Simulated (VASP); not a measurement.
Crystal: BaTiO3.

```
Ba Ti O
1.0
     3.99980    0.00000    0.00000
     0.00000    3.99980    0.00000
     0.00000    0.00000    4.01800
Ba Ti O
1 1 3
Direct
  0.00000 0.00000 0.00000
  0.50000 0.50000 0.49000
  0.50000 0.50000 0.01900
  0.50000 0.00000 0.51700
  0.00000 0.50000 0.51700
```

Base run:

* Program: VASP 6.6.1
* Functional: r2SCAN
* Potentials or basis: VASP PAW PBE potentials, release 64 (Ba_sv, Ti_sv, O)
* Cutoff: 520 eV
* k mesh: 4 × 4 × 4
* Occupations: gaussian, width 0.01 eV
* Spin: no spin polarisation

Its results: band gap on the k mesh 2.15 eV, indirect (least direct gap 2.45 eV); pressure 1.2 GPa; largest force 0.329 eV/Å.

The run is repeated on the same cell with these changes: functional from r2SCAN to BLYP. What comes out?

Band gap on the k mesh 1.79 eV, indirect (least direct gap 2.07 eV); pressure 10.0 GPa; largest force 0.225 eV/Å.

r2SCAN gives the wider gap, since meta-GGAs in the generalised Kohn-Sham scheme recover part of the derivative discontinuity.

Caveats: the PAW data sets were made with another functional, which shifts forces and pressure a little; spin-orbit coupling is left out, which moves the levels of the heavy elements.

A k mesh can miss the band edges.
